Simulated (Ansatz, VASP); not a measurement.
**One calculation of NbN, two programs**

Contents of INCAR:

```
SYSTEM = NbN
  PREC = Accurate
  ENCUT = 600
  EDIFF = 1E-6
  ISMEAR = -1
  SIGMA = 0.1
  LREAL = .FALSE.
  LASPH = .TRUE.
  NELM = 200
  ALGO = Normal
  ISIF = 2
  LWAVE = .FALSE.
  LCHARG = .TRUE.
  LMAXMIX = 4
  LDAU = .TRUE.
  LDAUTYPE = 2
  LDAUL = 2 -1
  LDAUU = 5 0
  LDAUJ = 0 0
  LDAUPRINT = 1
  GGA = PE
  LELF = .TRUE.
  LVHAR = .TRUE.
  NBANDS = 16
  GGA_COMPAT = .FALSE.
```

The input KPOINTS:

```
Automatic mesh
0
G
  7 7 7
  0 0 0
```

POSCAR

```
NbN
1.0
    0.0000000000      2.2003970000      2.2003970000
    2.2003970000      0.0000000000      2.2003970000
    2.2003970000      2.2003970000      0.0000000000
Nb N
1 1
Direct
    0.5000000000      0.5000000000      0.5000000000
    0.0000000000      0.0000000000      0.0000000000
```

Input for Ansatz:

```yaml
crystal:
  lattice:
    - [0.0, 2.200397, 2.200397]
    - [2.200397, 0.0, 2.200397]
    - [2.200397, 2.200397, 0.0]
  atoms:
    - { symbol: Nb, position: [0.5, 0.5, 0.5] }
    - { symbol: "N", position: [0.0, 0.0, 0.0] }
  symmetry: { tolerance: 0.0003 }
kpoints:
  mp_grid: { grid: [7, 7, 7], shift: [0, 0, 0] }
magnetization:
  spin_polarized: false
scf:
  occupations: { method: fermi_dirac }
  eigensolver: { kind: davidson }
  mixing: { algorithm: anderson, beta: 0.5 }
hamiltonian:
  pseudopotentials: { kind: paw }
  xc: pbe
  hubbard: { sites: [{ species: Nb, l: d, u_eff: 5.0 }], double_counting: fll }
basis:
  ecutwfc: 420
  precision: f64
output:
  forces: true
  stress: true
  eigenvalues: true
```

Alike in both runs: task single point; functional PBE; k mesh 7 × 7 × 7; no spin polarisation; Hubbard terms Nb d U = 5.0 eV.

|  | VASP | Ansatz |
| --- | --- | --- |
| version | VASP 6.6.1 | Ansatz 0.2.0 |
| potentials or method | VASP PAW PBE potentials, release 64 (Nb_sv, N), cutoff 600 eV | PAW plane waves |
| occupations | fermi-dirac, width 0.1 eV | fermi-dirac |
| valence electrons in the cell | 18 | 18 |

```csv
,VASP,Ansatz,Ansatz less VASP
gap on the k mesh at the Fermi level (eV),none,none,-
pressure (GPa),15.5,8.0,-7.47
```

The programs project onto different local orbitals, so the same U acts differently, and such runs can settle in different states. A gap of «none» marks a metal or a gap that the smearing closes. Ansatz's warnings: filled band counts differ across k points.
